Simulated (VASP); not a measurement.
Here is a VASP 6.6.1 calculation.

The input INCAR:

```
SYSTEM = As
  PREC = Accurate
  ENCUT = 600
  EDIFF = 1E-6
  ISMEAR = -1
  SIGMA = 0.1
  LREAL = .FALSE.
  LASPH = .TRUE.
  NELM = 120
  ALGO = Normal
  ISIF = 2
  LWAVE = .FALSE.
  LCHARG = .TRUE.
  GGA = RE
  LELF = .TRUE.
  LVHAR = .TRUE.
  NBANDS = 22
  GGA_COMPAT = .FALSE.
```

File KPOINTS:

```
Automatic mesh
0
G
  10 10 10
  0 0 0
```

Contents of POSCAR:

```
As
1.0
    1.8175123326      1.0493412345      7.0626426763
   -1.8175123326      1.0493412345      7.0626426763
    0.0000000000     -2.0986824689      7.0626426764
As
2
Direct
    0.8005360243      0.8005360243      0.8005360243
    0.1994639757      0.1994639757      0.1994639757
```

Potentials or basis: VASP PAW PBE potentials, release 64 (As_d).

Run with:

```bash
$ cat potpaw_PBE.64/As_d/POTCAR > POTCAR
$ mpirun -np 1 vasp_std > vasp.out
```

(1) Estimate the pressure.

(2) What does it give for the band gap on the k mesh?

(3) What does it give for the largest force?

## Answers

(1) 0.1 GPa.

(2) 1.64 eV (least direct gap 1.84 eV).

(3) 0.020 eV/Å.

Caveat: the PAW data sets were made with another functional, which shifts forces and pressure a little.
